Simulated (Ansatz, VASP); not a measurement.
As in VASP and in Ansatz

File INCAR:

```
PREC     = Accurate       # precision mode
ENCUT    = 520            # plane-wave cutoff, eV
EDIFF    = 1E-6           # SCF threshold, eV
ISMEAR   = 0              # smearing method
SIGMA    = 0.1            # smearing width, eV
LREAL    = F              # projectors in reciprocal space
LASPH    = T              # aspherical terms in the spheres
NELM     = 60             # most SCF steps
ALGO     = Normal         # electronic algorithm
ISIF     = 2              # what is computed and relaxed
LWAVE    = F              # write WAVECAR
LCHARG   = F              # write CHGCAR
GGA      = PE             # functional
NBANDS   = 14             # bands
```

The input KPOINTS:

```
regular mesh
0
Gamma
  4 4 4
```

POSCAR

```
As
1.0
    0.0000000000      3.3550319600      3.3550319600
    3.3550319600      0.0000000000      3.3550319600
    3.3550319600      3.3550319600      0.0000000000
As
3
Direct
    0.7500000000      0.7500000000      0.7500000000
    0.2500000000      0.2500000000      0.2500000000
    0.0000000000      0.0000000000      0.0000000000
```

Input for Ansatz:

```yaml
crystal:
  lattice:
    - [0.0, 3.35503196, 3.35503196]
    - [3.35503196, 0.0, 3.35503196]
    - [3.35503196, 3.35503196, 0.0]
  atoms:
    - { symbol: As, position: [0.75, 0.75, 0.75] }
    - { symbol: As, position: [0.25, 0.25, 0.25] }
    - { symbol: As, position: [0.0, 0.0, 0.0] }
basis:
  ecutwfc: 420
kpoints:
  mp_grid: { grid: [4, 4, 4] }
hamiltonian:
  xc: pbe
scf:
  occupations: { method: gaussian, width: 0.1 }
  lower_state_search: "off"
output:
  forces: true
  stress: true
  eigenvalues: true
```

Alike in both runs: task single point; functional PBE; k mesh 4 × 4 × 4; occupations gaussian, width 0.1 eV; no spin polarisation.

|  | VASP | Ansatz |
| --- | --- | --- |
| version | VASP 6.6.1 | Ansatz 0.2.0 |
| potentials or method | VASP PAW PBE potentials, release 64 (As), cutoff 520 eV | scalar-relativistic, plane waves, PAW |
| valence electrons in the cell | 15 | 45 |

|  | VASP | Ansatz | Ansatz less VASP |
| --- | --- | --- | --- |
| gap on the k mesh at the Fermi level (eV) | none | none | - |
| pressure (GPa) | -5.2 | -5.2 | -0.03 |

A gap of «none» marks a metal or a gap that the smearing closes. VASP's potentials hold 15 valence electrons a cell and Ansatz's 45, so a difference there can come from the potentials and not from the codes.

The k mesh is coarse, so the values compare programs but aren't converged.
